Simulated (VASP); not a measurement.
Wanted: the native input for a VASP 6.6.1 run.

| Property | Result |
| --- | --- |
| Task | relaxation of cell and atoms |
| Functional | RPBE |
| Dispersion | D3(BJ) |
| Potentials or basis | VASP PAW PBE potentials, release 64 (Ge_d, W_sv) |
| Cutoff | 600 eV |
| k mesh | 9 × 9 × 9 |
| Occupations | fermi-dirac, width 0.05 eV |
| Spin | no spin polarisation |
| Dipole correction | no |
| Further INCAR settings | ALGO = Normal; EDIFF = 1e-06; IBRION = 2; EDIFFG = -0.01; NSW = 60; ISIF = 3 |

The structure of GeW lies in POSCAR:

```
GeW
1.0
    0.0000000000      2.5776100000      2.5776100000
    2.5776100000      0.0000000000      2.5776100000
    2.5776100000      2.5776100000      0.0000000000
Ge W
1 1
Direct
    0.5000000000      0.5000000000      0.5000000000
    0.0000000000      0.0000000000      0.0000000000
```

The input as run:

INCAR

```
SYSTEM = GeW
  PREC = Accurate
  ENCUT = 600
  EDIFF = 1E-6
  ISMEAR = -1
  SIGMA = 0.05
  LREAL = .False.
  LASPH = .True.
  NELM = 60
  ALGO = Normal
  ISIF = 3
  LWAVE = .False.
  LCHARG = .False.
  GGA = RP
  IVDW = 12
  IBRION = 2
  NSW = 60
  EDIFFG = -0.01
```

KPOINTS

```
regular mesh
0
Gamma
  9 9 9
  0 0 0
```

Potentials or basis: VASP PAW PBE potentials, release 64 (Ge_d, W_sv).

Run with:

```console
$ cat potpaw_PBE.64/Ge_d/POTCAR potpaw_PBE.64/W_sv/POTCAR > POTCAR
$ mpirun -np 1 vasp_std > vasp.out
```

Results of the run:

The relaxed volume is 14.60 Å³/atom and the relaxed cell is a = 3.457 Å, b = 3.457 Å, c = 3.457 Å, α = 60.00°, β = 60.00°, γ = 60.00°. The space group after relaxing (to 0.05 Å) is Fm-3m (No. 225) and the energy gained by relaxing is 263.9 meV/atom. The ionic steps are 16. The pressure after relaxing is -0.1 GPa. The band gap on the k mesh is zero (band 14 reaches 12.01 eV, above the bottom of band 15 at 9.89 eV). The dispersion energy per atom is -3.554 eV.

Caveat: the PAW data sets were made with another functional, which shifts forces and pressure a little; spin-orbit coupling is left out, which moves the levels of the heavy elements; pairwise dispersion overbinds metals, which lowers pressure and volume.

Wall time 4.3 min on 1 thread of Intel(R) Xeon(R) Platinum 8259CL CPU @ 2.50GHz (Skylake/Cascade Lake), with other jobs on the host, peak memory 0.21 GiB.
